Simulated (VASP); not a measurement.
# PbS (P-6m2) in VASP: single point with PBEsol+D3(BJ)

Aim: the single point of PbS with PBEsol+D3(BJ).

Everything below comes from runs of VASP 6.6.1. Logs are shortened: lines on timing, memory, paths and dates and some standing lists are left out, and cuts for length are marked.

## Step 1: The cell of the first run

It takes space group P-6m2 (No. 187, hexagonal). Conventional cell: a = 4.090 Å, b = 4.090 Å, c = 3.788 Å, α = 90.00°, β = 90.00°, γ = 120.00°. Pb (site symmetry -6m2) has 6 S at 3.03 Å and 2 Pb at 3.79 Å within 4.0 Å. S (site symmetry -6m2) has 6 Pb at 3.03 Å and 2 S at 3.79 Å within 4.0 Å.

## Step 2: Single point, PBEsol+D3(BJ)

Input file INCAR:

```
SYSTEM = PbS
PREC = Accurate
ENCUT = 500
EDIFF = 1E-6
ISMEAR = 0
SIGMA = 0.01
LREAL = .False.
LASPH = .True.
NELM = 120
ALGO = Normal
ISIF = 2
LWAVE = .False.
LCHARG = .False.
GGA = PS
IVDW = 12
NBANDS = 17
GGA_COMPAT = .False.
```

Input file KPOINTS:

```
regular mesh
0
Gamma
  5 5 4
  0 0 0
```

Input file POSCAR:

```
PbS
1.0
    4.0896980000      0.0000000000      0.0000000000
   -2.0448490000      3.5417820000      0.0000000000
    0.0000000000      0.0000000000      3.7881670000
Pb S
1 1
Direct
    0.0000000000      0.0000000000      0.0000000000
    0.6666666667      0.3333333333      0.5000000000
```

Potentials or basis: VASP PAW PBE potentials, release 64 (Pb_d, S).

Command:

```
> cat potpaw_PBE.64/Pb_d/POTCAR potpaw_PBE.64/S/POTCAR > POTCAR
> mpirun -np 1 vasp_std > vasp.out
```

OUTCAR:

```text
SYSTEM = PbS
   PREC = Accurate
   ENCUT = 500
   EDIFF = 1E-6
   ISMEAR = 0
   LREAL = .False.
   LASPH = .True.
   NELM = 120
   ISIF = 2
   GGA = PS
   IVDW = 12
 IVDW          = 12

 ion  position               nearest neighbor table
   1  0.000  0.000  0.000-   2 3.03   2 3.03   2 3.03   2 3.03   2 3.03   2 3.03
   2  0.667  0.333  0.500-   1 3.03   1 3.03   1 3.03   1 3.03   1 3.03   1 3.03

  LATTYP: Found a hexagonal cell.
 ALAT       =     4.0896980000
 C/A-ratio  =     0.9262705950

  Lattice vectors:

 A1 = (   4.0896980000,   0.0000000000,   0.0000000000)
 A2 = (  -2.0448490000,   3.5417820000,   0.0000000000)
 A3 = (   0.0000000000,   0.0000000000,   3.7881670000)

Analysis of symmetry for initial positions (statically):
=====================================================================
 Subroutine PRICEL returns:
 Original cell was already a primitive cell.

 Routine SETGRP: Setting up the symmetry group for a
 hexagonal supercell.

 Subroutine GETGRP returns: Found 12 space group operations
 (whereof 12 operations were pure point group operations)
 out of a pool of 24 trial point group operations.

The static configuration has the point symmetry D_3h.

Analysis of symmetry for dynamics (positions and initial velocities):
=====================================================================
 Subroutine PRICEL returns:
 Original cell was already a primitive cell.

 Routine SETGRP: Setting up the symmetry group for a
 hexagonal supercell.

 Subroutine GETGRP returns: Found 12 space group operations
 (whereof 12 operations were pure point group operations)
 out of a pool of 24 trial point group operations.

The dynamic configuration has the point symmetry D_3h.

 Subroutine INISYM returns: Found 12 space group operations
 (whereof 12 operations are pure point group operations),
 and found     1 'primitive' translations

----------------------------------------------------------------------------------------

                                     Primitive cell

  volume of cell :      54.8709

  direct lattice vectors                    reciprocal lattice vectors
     4.089698000  0.000000000  0.000000000     0.244516832  0.141171873  0.000000000
    -2.044849000  3.541782000  0.000000000     0.000000000  0.282343747  0.000000000
     0.000000000  0.000000000  3.788167000     0.000000000  0.000000000  0.263979914

  length of vectors
     4.089698000  4.089697687  3.788167000     0.282343725  0.282343747  0.263979914

  position of ions in fractional coordinates (direct lattice)
     0.000000000  0.000000000  0.000000000
     0.666666667  0.333333333  0.500000000

  ion indices of the primitive-cell ions
   primitive index   ion index
                 1           1
                 2           2

----------------------------------------------------------------------------------------

 KPOINTS: regular mesh

Automatic generation of k-mesh.
 Grid dimensions read from file:
 generate k-points for:    5    5    4

 Generating k-lattice:

  Cartesian coordinates                     Fractional coordinates (reciprocal lattice)
     0.048903366  0.028234375  0.000000000     0.200000000  0.000000000  0.000000000
     0.000000000  0.056468749  0.000000000     0.000000000  0.200000000  0.000000000
     0.000000000  0.000000000  0.065994979     0.000000000  0.000000000  0.250000000

  Length of vectors
     0.056468745  0.056468749  0.065994979

  Shift w.r.t. Gamma in fractional coordinates (k-lattice)
     0.000000000  0.000000000  0.000000000

 Subroutine IBZKPT returns following result:
 ===========================================

 Found     15 irreducible k-points:

 Following reciprocal coordinates:
            Coordinates               Weight
  0.000000  0.000000  0.000000      1.000000
  0.200000 -0.000000  0.000000      6.000000
  0.400000  0.000000  0.000000      6.000000
  0.200000  0.200000  0.000000      6.000000
  0.400000  0.200000  0.000000      6.000000
  0.000000  0.000000  0.250000      2.000000
  0.200000 -0.000000  0.250000     12.000000
  0.400000  0.000000  0.250000     12.000000
  0.200000  0.200000  0.250000     12.000000
  0.400000  0.200000  0.250000     12.000000
  0.000000  0.000000  0.500000      1.000000
  0.200000 -0.000000  0.500000      6.000000
  0.400000  0.000000  0.500000      6.000000
  0.200000  0.200000  0.500000      6.000000
  0.400000  0.200000  0.500000      6.000000
   k-points           NKPTS =     15   k-points in BZ     NKDIM =     15   number of bands    NBANDS=     17
   number of dos      NEDOS =    301   number of ions     NIONS =      2
   total plane-waves  NPLWV =  25200
   dimension x,y,z NGX =    30 NGY =   30 NGZ =   28
   dimension x,y,z NGXF=    60 NGYF=   60 NGZF=   56
   ions per type =               1   1
   NGX,Y,Z   is equivalent  to a cutoff of  12.19, 12.19, 12.29 a.u.
   NGXF,Y,Z  is equivalent  to a cutoff of  24.39, 24.39, 24.58 a.u.
 SYSTEM =  PbS
   PREC   = accura    normal or accurate (medium, high low for compatibility)
   ISTART =      0    job   : 0-new  1-cont  2-samecut
   ICHARG =      2    charge: 1-file 2-atom 10-const
   ISPIN  =      1    spin polarized calculation?
   LNONCOLLINEAR =      F non collinear calculations
   LSORBIT =      F    spin-orbit coupling
   LASPH  =      T    aspherical Exc in radial PAW
   ENCUT  =  500.0 eV  36.75 Ry    6.06 a.u.   7.46  7.46  6.91*2*pi/ulx,y,z
   NELM   =    120;   NELMIN=  2; NELMDL= -5     # of ELM steps
   EDIFF  = 0.1E-05   stopping-criterion for ELM
   LREAL  =      F    real-space projection
   EDIFFG = 0.1E-04   stopping-criterion for IOM
   NSW    =      0    number of steps for IOM
   IBRION =     -1    ionic relax: 0-MD 1-quasi-New 2-CG
   NFREE  =      0    steps in history (QN), initial steepest desc. (CG)
   ISIF   =      2    stress and relaxation
   ISYM   =      2    0-nonsym 1-usesym 2-fastsym
   POTIM  = 0.5000    time-step for ionic-motion
   TEBEG  =    0.0;   TEEND  =   0.0 temperature during run
   PSTRESS=    0.0 pullay stress
   NELECT =      20.0000    total number of electrons
   NUPDOWN=      -1.0000    fix difference up-down
   EMIN   =  10.00;   EMAX   =-10.00  energy-range for DOS
   EFERMI =   0.00;   METHOD = LEGACY
   ISMEAR =     0;   SIGMA  =   0.01  broadening in eV -4-tet -1-fermi 0-gaus
   EFERMI_NEDOS =   21; number of points for ismear=-14 and -15
   IALGO  =     38    algorithm
   IMIX   =      4    mixing-type and parameters
     AMIX     =   0.40;   BMIX     =  1.00
     AMIX_MAG =   1.60;   BMIX_MAG =  1.00
  volume/ion in A,a.u.               =      27.44       185.14
  Fermi-wavevector in a.u.,A,eV,Ry     =   1.169421  2.209885 18.606576  1.367545
  Thomas-Fermi vector in A             =   2.305894
   LORBIT       =      0    0 simple, 1 ext, 2 COOP (PROOUT), +10 PAW based schemes
   GGA     = PS    functional components
   LHFCALC =     F    Hartree Fock is set to
   AEXX    =    0.0000 exact exchange contribution
   IVDW    =    12    specifies the selected vdW correction
   LEPSILON=     F    determine dielectric tensor
   LRPA    =     F    only Hartree local field effects (RPA)
 non-spin polarized calculation
 Gauss-broadening in eV      SIGMA  =   0.01
  energy-cutoff  :      500.00
  volume of cell :       54.87
 maximum number of plane-waves:      1414
 NGX is ok and might be reduce to    30
   NGX = 15   NGY = 15   NGZ = 13

 number of electron      19.9999998 magnetization

 Free energy of the ion-electron system (eV)
  ---------------------------------------------------
  ext. energy  EPLUGINS =         0.00000000
  ---------------------------------------------------
  free energy    TOTEN  =        -9.18310453 eV

  energy without entropy =       -9.18310445  energy(sigma->0) =       -9.18310449

 E-fermi :   5.1080     XC(G=0):  -9.6351

 val. band max:        5.0809175753   @ k =   0.0000   0.0000   0.5000
 cond. band min:       5.1381149697   @ k =   0.4000   0.2000   0.5000
 fundamental gap:      0.0571973944
 Fermi energy:         5.1080320221

 k-point     1 :       0.0000    0.0000    0.0000
  band No.  band energies     occupation
      1     -11.7596      2.00000
      2     -11.7414      2.00000
      3     -11.7414      2.00000
      4     -11.6379      2.00000
      5     -11.6379      2.00000
      6      -8.0968      2.00000
[... 9 lines left out ...]
     16      16.0442      0.00000
     17      16.0461      0.00000

 k-point     2 :       0.2000   -0.0000    0.0000
  band No.  band energies     occupation
      1     -11.7573      2.00000
      2     -11.7425      2.00000
      3     -11.7192      2.00000
      4     -11.6493      2.00000
      5     -11.6404      2.00000
      6      -7.7918      2.00000
[... 9 lines left out ...]
     16      15.1877      0.00000
     17      15.5884      0.00000

 k-point     3 :       0.4000    0.0000    0.0000
  band No.  band energies     occupation
      1     -11.7748      2.00000
      2     -11.7235      2.00000
      3     -11.6828      2.00000
      4     -11.6677      2.00000
      5     -11.6444      2.00000
      6      -7.1334      2.00000
[... 9 lines left out ...]
     16      16.0736      0.00000
     17      16.1718      0.00000

 k-point     4 :       0.2000    0.2000    0.0000
  band No.  band energies     occupation
      1     -11.7537      2.00000
      2     -11.7384      2.00000
      3     -11.6963      2.00000
      4     -11.6615      2.00000
      5     -11.6463      2.00000
      6      -7.2899      2.00000
[... 9 lines left out ...]
     16      14.9741      0.00000
     17      16.0594      0.00000

 k-point     5 :       0.4000    0.2000    0.0000
  band No.  band energies     occupation
      1     -11.7554      2.00000
      2     -11.7224      2.00000
      3     -11.6920      2.00000
      4     -11.6676      2.00000
      5     -11.6515      2.00000
      6      -6.8744      2.00000
[... 9 lines left out ...]
     16      14.4158      0.00000
     17      14.9707      0.00000

 k-point     6 :       0.0000    0.0000    0.2500
  band No.  band energies     occupation
      1     -11.7372      2.00000
      2     -11.7372      2.00000
      3     -11.6988      2.00000
      4     -11.6612      2.00000
      5     -11.6612      2.00000
      6      -7.6481      2.00000
[... 9 lines left out ...]
     16      13.5463      0.00000
     17      13.5463      0.00000

 k-point     7 :       0.2000   -0.0000    0.2500
  band No.  band energies     occupation
      1     -11.7458      2.00000
      2     -11.7157      2.00000
      3     -11.6874      2.00000
      4     -11.6807      2.00000
      5     -11.6645      2.00000
      6      -7.3680      2.00000
[... 9 lines left out ...]
     16      13.9653      0.00000
     17      15.1370      0.00000

 k-point     8 :       0.4000    0.0000    0.2500
  band No.  band energies     occupation
      1     -11.7642      2.00000
      2     -11.7138      2.00000
      3     -11.6809      2.00000
      4     -11.6696      2.00000
      5     -11.6616      2.00000
      6      -6.8024      2.00000
[... 9 lines left out ...]
     16      15.6181      0.00000
     17      16.7471      0.00000

 k-point     9 :       0.2000    0.2000    0.2500
  band No.  band energies     occupation
      1     -11.7479      2.00000
      2     -11.7044      2.00000
      3     -11.7014      2.00000
      4     -11.6730      2.00000
      5     -11.6644      2.00000
      6      -6.9303      2.00000
[... 9 lines left out ...]
     16      15.3988      0.00000
     17      16.5765      0.00000

 k-point    10 :       0.4000    0.2000    0.2500
  band No.  band energies     occupation
      1     -11.7505      2.00000
      2     -11.7119      2.00000
      3     -11.6881      2.00000
      4     -11.6796      2.00000
      5     -11.6589      2.00000
      6      -6.5969      2.00000
[... 9 lines left out ...]
     16      15.9012      0.00000
     17      16.7034      0.00000

 k-point    11 :       0.0000    0.0000    0.5000
  band No.  band energies     occupation
      1     -11.7327      2.00000
      2     -11.7327      2.00000
      3     -11.6845      2.00000
      4     -11.6845      2.00000
      5     -11.6389      2.00000
      6      -6.9658      2.00000
[... 9 lines left out ...]
     16      13.7317      0.00000
     17      13.7318      0.00000

 k-point    12 :       0.2000   -0.0000    0.5000
  band No.  band energies     occupation
      1     -11.7373      2.00000
      2     -11.7166      2.00000
      3     -11.7119      2.00000
      4     -11.6888      2.00000
      5     -11.6243      2.00000
      6      -6.7608      2.00000
[... 9 lines left out ...]
     16      14.0993      0.00000
     17      15.2854      0.00000

 k-point    13 :       0.4000    0.0000    0.5000
  band No.  band energies     occupation
      1     -11.7656      2.00000
      2     -11.7473      2.00000
      3     -11.6957      2.00000
      4     -11.6778      2.00000
      5     -11.5988      2.00000
      6      -6.3967      2.00000
[... 9 lines left out ...]
     16      16.5031      0.00000
     17      18.2979      0.00000

 k-point    14 :       0.2000    0.2000    0.5000
  band No.  band energies     occupation
      1     -11.7513      2.00000
      2     -11.7332      2.00000
      3     -11.6996      2.00000
      4     -11.6957      2.00000
      5     -11.6047      2.00000
      6      -6.4715      2.00000
[... 9 lines left out ...]
     16      15.9304      0.00000
     17      17.4216      0.00000

 k-point    15 :       0.4000    0.2000    0.5000
  band No.  band energies     occupation
      1     -11.7695      2.00000
      2     -11.7287      2.00000
      3     -11.7085      2.00000
      4     -11.6854      2.00000
      5     -11.5950      2.00000
      6      -6.2780      2.00000
[... 9 lines left out ...]
     16      16.6664      0.00000
     17      17.6317      0.00000

------------------------ aborting loop because EDIFF is reached ----------------------------------------

 Edisp (eV)   -0.62573

 E8    (eV) :    -0.4227

  FORCE on cell =-STRESS in cart. coord.  units (eV):
  Direction    XX          YY          ZZ          XY          YZ          ZX
  --------------------------------------------------------------------------------------
  -------------------------------------------------------------------------------------
  Total      -1.64241    -1.64241    -1.50149     0.00000     0.00000     0.00000
  in kB     -47.95692   -47.95691   -43.84212     0.00000     0.00000     0.00000
  external pressure =      -46.59 kB  Pullay stress =        0.00 kB

 VOLUME and BASIS-vectors are now :
 -----------------------------------------------------------------------------
  energy-cutoff  :      500.00
  volume of cell :       54.87
      direct lattice vectors                 reciprocal lattice vectors
     4.089698000  0.000000000  0.000000000     0.244516832  0.141171873  0.000000000
    -2.044849000  3.541782000  0.000000000     0.000000000  0.282343747  0.000000000
     0.000000000  0.000000000  3.788167000     0.000000000  0.000000000  0.263979914

 POSITION                                       TOTAL-FORCE (eV/Angst)
 -----------------------------------------------------------------------------------
      0.00000      0.00000      0.00000        -0.000000      0.000000      0.000000
      2.04485      1.18059      1.89408         0.000000      0.000000      0.000000
 -----------------------------------------------------------------------------------
    total drift:                               -0.000000      0.000000      0.000000

  FREE ENERGIE OF THE ION-ELECTRON SYSTEM (eV)
  ---------------------------------------------------
  free  energy   TOTEN  =        -9.8088341120 eV

  energy  without entropy=       -9.8088340361  energy(sigma->0) =       -9.80883407
```

Wall time 11 s (1 thread of Intel Xeon Platinum 8488C (Sapphire Rapids), shared host); peak memory 0.17 GiB.

What came out:

| Item | Value |
| --- | --- |
| Free energy | -9.8088 eV |
| Pressure | -4.7 GPa |
| Band gap on the k mesh | 0.06 eV, indirect (least direct gap 0.77 eV) |
| Dispersion energy per atom | -0.313 eV |

Levels at points of the mesh, in eV from the valence-band top:
```tsv
k point	band 7	band 8	band 9	band 10	band 11	band 12	band 13	band 14
(0.00, 0.00, 0.00)	-6.50	-2.18	-1.69	-1.69	3.38	3.38	5.14	6.43
(0.00, 0.00, 0.50)	-9.04	-1.10	-1.10	0.00	0.77	3.80	3.80	8.13
```

Caveat: the PAW data sets were made with another functional, which shifts forces and pressure a little; spin-orbit coupling is left out, which moves the levels of the heavy elements. A k mesh can miss the band edges.
